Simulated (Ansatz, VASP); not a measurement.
# Two plane-wave programs on BN

The input POSCAR:

```
BN
1.0
    2.5360000000      0.0000000000      0.0000000000
   -1.2680000000      2.1962400000      0.0000000000
    0.0000000000      0.0000000000      4.1990000000
B N
2 2
Direct
    0.6666666667      0.3333333333      0.0000000000
    0.3333333333      0.6666666667      0.5000000000
    0.6666666667      0.3333333333      0.3750000000
    0.3333333333      0.6666666667      0.8750000000
```

File INCAR.step1:

```
SYSTEM = BN
ALGO = Normal
EDIFF = 1E-4
ENCUT = 600
GGA = PE
ISMEAR = 0
LASPH = .TRUE.
LCHARG = .FALSE.
LREAL = .FALSE.
LWAVE = .TRUE.
NELM = 100
PREC = Accurate
SIGMA = 0.01
```

Contents of INCAR.step2:

```
SYSTEM = BN
ALGO = Normal
EDIFF = 1E-6
EDIFFG = -0.01
ENCUT = 600
IBRION = 2
ISIF = 3
ISMEAR = 0
ISTART = 1
LASPH = .TRUE.
LCHARG = .FALSE.
LMIXTAU = .TRUE.
LREAL = .FALSE.
LWAVE = .FALSE.
METAGGA = R2SCAN
NELM = 100
NSW = 80
PREC = Accurate
SIGMA = 0.01
```

KPOINTS

```
k-points
0
G
  12 12 6
  0 0 0
```

Input for Ansatz:

```yaml
crystal:
  lattice:
    - [2.536, 0.0, 0.0]
    - [-1.268, 2.19624, 0.0]
    - [0.0, 0.0, 4.199]
  atoms:
    - { symbol: B, position: [0.6666666666666665, 0.3333333333333333, 0.0] }
    - { symbol: B, position: [0.3333333333333333, 0.6666666666666666, 0.5] }
    - { symbol: "N", position: [0.6666666666666665, 0.3333333333333333, 0.375] }
    - { symbol: "N", position: [0.3333333333333333, 0.6666666666666666, 0.875] }
basis:
  ecutwfc: 571.4391111657479
kpoints:
  mp_grid:
    grid: [12, 12, 6]
hamiltonian:
  xc: r2scan
  dispersion: none
scf:
  occupations:
    method: fixed
relax:
  f_tol: 0.01
  cell: {}
```

Alike in both runs: task relaxation of cell and atoms; functional r2SCAN; k mesh 12 × 12 × 6; no spin polarisation.

|  | VASP | Ansatz |
| --- | --- | --- |
| version | VASP 6.6.1 | Ansatz 0.2.0 |
| potentials or method | VASP PAW PBE potentials, release 64 (B, N), cutoff 600 eV | plane waves, PAW |
| occupations | gaussian, width 0.01 eV | fixed |
| valence electrons in the cell | 16 | 16 |

|  | VASP | Ansatz | Ansatz less VASP |
| --- | --- | --- | --- |
| relaxed volume (Å³/atom) | 5.91 | 5.90 | -0.018 |
| relaxed cell length with the largest relative difference (Å) | 4.212 | 4.208 | -0.0043 |

VASP's potentials were made for PBE, not for r2SCAN.
